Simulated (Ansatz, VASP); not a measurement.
**One calculation of C, two programs**

```
C
1.0
     1.70930    0.00000    0.00000
    -0.85465    1.48030    0.00000
     0.00000    0.00000    6.52328
C
2
Cartesian
  0.0000 0.9869 1.6308
  0.8546 0.4934 4.8925
```

Alike in both runs: functional r2SCAN; k mesh 30 × 30 × 16; occupations gaussian, width 0.1 eV; no spin polarisation.

Ansatz relaxed the structure, and its values are those at the end. VASP's run is a single point on that final structure, the one shown.

|  | VASP | Ansatz |
| --- | --- | --- |
| version | VASP 6.6.1 | Ansatz 0.2.0 |
| potentials or method | VASP PAW PBE potentials, release 64 (C), cutoff 520 eV | scalar-relativistic, plane waves, PAW |
| valence electrons in the cell | 8 | 8 |

Ansatz gave:

```
gap on the k mesh at the Fermi level (eV) : none
pressure (GPa)                            : 0.0
```

Estimate VASP's values.

gap on the k mesh at the Fermi level (eV): none; pressure (GPa): 0.1.

VASP's potentials were made for PBE, not for r2SCAN. A gap of «none» marks a metal or a gap that the smearing closes. With one functional, cell and mesh, what is left measures potentials, basis and numerics.
